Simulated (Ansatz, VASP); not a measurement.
## Rh: VASP beside Ansatz

File INCAR:

```
SYSTEM = Rh
PREC     = Accurate       ! precision mode
ENCUT    = 500            ! plane-wave cutoff, eV
EDIFF    = 1E-6           ! SCF threshold, eV
ISMEAR   = -1             ! smearing method
SIGMA    = 0.08           ! smearing width, eV
LREAL    = .False.        ! projectors in reciprocal space
LASPH    = .True.         ! aspherical terms in the spheres
NELM     = 120            ! most SCF steps
ALGO     = Normal         ! electronic algorithm
ISIF     = 2              ! what is computed and relaxed
LWAVE    = .False.        ! write WAVECAR
LCHARG   = .True.         ! write CHGCAR
GGA      = PE             ! functional
LELF     = .True.         ! ELF
LVHAR    = .True.       
NBANDS   = 14             ! bands
GGA_COMPAT= .False.
```

KPOINTS

```
regular mesh
0
Gamma
  16 16 16
  0 0 0
```

Contents of POSCAR:

```
Rh
1.0
    0.0000000000      1.8887875349      1.8887875349
    1.8887875349      0.0000000000      1.8887875349
    1.8887875349      1.8887875349      0.0000000000
Rh
1
Direct
    0.0000000000      0.0000000000      0.0000000000
```

Input for Ansatz:

```yaml
crystal:
  lattice:
    - [0.0, 1.8887875349, 1.8887875349]
    - [1.8887875349, 0.0, 1.8887875349]
    - [1.8887875349, 1.8887875349, 0.0]
  atoms:
    - { symbol: Rh, position: [0.0, 0.0, 0.0] }
kpoints:
  mp_grid: { grid: [16, 16, 16] }
  band_path:
    path:
      - [0.0, 0.0, 0.0]
      - [0.5, 0.0, 0.5]
      - [0.625, 0.25, 0.625]
      - [0.375, 0.375, 0.75]
      - [0.0, 0.0, 0.0]
      - [0.5, 0.5, 0.5]
      - [0.5, 0.25, 0.75]
      - [0.5, 0.0, 0.5]
    npoints: 5
scf:
  occupations: { method: fermi_dirac, width: 0.08 }
hamiltonian:
  xc: pbe
  pseudopotentials: { kind: all_electron, lapw: { basis_error: 0.001 } }
output:
  forces: true
  stress: true
  eigenvalues: true
```

Change from the starting cell: volume scaled by 0.98.

Alike in both runs: task single point; functional PBE; k mesh 16 × 16 × 16; occupations fermi-dirac, width 0.08 eV; no spin polarisation.

|  | VASP | Ansatz |
| --- | --- | --- |
| version | VASP 6.6.1 | Ansatz 0.2.0 |
| potentials or method | VASP PAW PBE potentials, release 64 (Rh_pv), cutoff 500 eV | all-electron LAPW, scalar-relativistic |

Ansatz gave:

- pressure (GPa): 12.1

What did VASP give for the same quantities?

Pressure (GPa): 12.2.

Ansatz ran all-electron here, and VASP with PAW potentials.
